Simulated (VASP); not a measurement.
## Co: single point with PBE

Sheet: Co, a sheet with vacuum.

```
CELL_PARAMETERS angstrom
2.29584 0.00000 0.00000
-1.14792 1.98825 0.00000
0.00000 0.00000 14.00000
ATOMIC_POSITIONS crystal
Co 0.00000 0.00000 0.50000
```

| Item | Value |
| --- | --- |
| Program | VASP 6.6.1 |
| Task | single point |
| Functional | PBE |
| Potentials or basis | VASP PAW PBE potentials, release 64 (Co) |
| Cutoff | 520 eV |
| k mesh | 12 × 12 × 1 |
| Occupations | gaussian, width 0.1 eV |
| Spin | collinear spin, ferromagnetic start |
| Starting moments | [3.0] μB |

| Item | Value |
| --- | --- |
| Net moment | 1.82 μB per cell |
| Site moments | Co +1.83 μB |
| Valence electrons inside the program's atomic spheres | Co 8.23 |

Levels at points of the mesh, in eV from the Fermi level:
Spin up:
| k point | band 2 | band 3 | band 4 | band 5 | band 6 | band 7 | band 8 | band 9 |
| --- | --- | --- | --- | --- | --- | --- | --- | --- |
| (0.00, 0.00, 0.00) | -3.05 | -2.51 | -2.51 | -1.11 | -1.11 | 0.17 | 4.76 | 5.73 |
| (0.50, 0.00, 0.00) | -3.80 | -1.70 | -1.56 | 0.03 | 2.85 | 8.31 | 9.51 | 11.93 |
Spin down:
```
           k point  band 2  band 3  band 4  band 5  band 6  band 7
(0.00, 0.00, 0.00)   -1.52   -0.84   -0.84    0.20    1.07    1.07
(0.50, 0.00, 0.00)   -2.14    0.34    0.55    1.94    2.88    9.09
```

Run time: 64 s on 1 thread of Intel(R) Xeon(R) Platinum 8488C (Sapphire Rapids) (shared host), peak memory 0.21 GiB.
